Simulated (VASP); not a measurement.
Here is a VASP 6.6.1 calculation.

Contents of INCAR:

```
  PREC = Accurate
  ENCUT = 520
  EDIFF = 1E-6
  ISMEAR = 0
  SIGMA = 0.1
  LREAL = F
  LASPH = T
  NELM = 100
  ALGO = Normal
  ISIF = 2
  LWAVE = F
  LCHARG = T
  GGA = PE
  LELF = T
  LVHAR = T
  NBANDS = 30
```

File KPOINTS:

```
Automatic mesh
0
Gamma
  4 4 4
```

POSCAR

```
KZn3
1.0
    4.6036098718      0.0000000000      0.0000000000
    0.0000000000      4.6036098718      0.0000000000
    0.0000000000      0.0000000000      4.6008727097
K Zn
1 3
Direct
    0.0000000000      0.0000000000      0.0000000000
    0.0000000000      0.5000000000      0.5000000000
    0.5000000000      0.0000000000      0.5000000000
    0.5000000000      0.5000000000      0.0000000000
```

Potentials or basis: VASP PAW PBE potentials, release 64 (K_sv, Zn).

Launch:

```sh
$ cat potpaw_PBE.64/K_sv/POTCAR potpaw_PBE.64/Zn/POTCAR > POTCAR
$ mpirun -np 1 vasp_std > vasp.out
```

**Question.** What does it give for the band gap on the k mesh?

**Answer.** Zero (an odd number of electrons rules out a gap without spin polarisation).

**Question.** Predict the pressure.

**Answer.** 0.4 GPa.
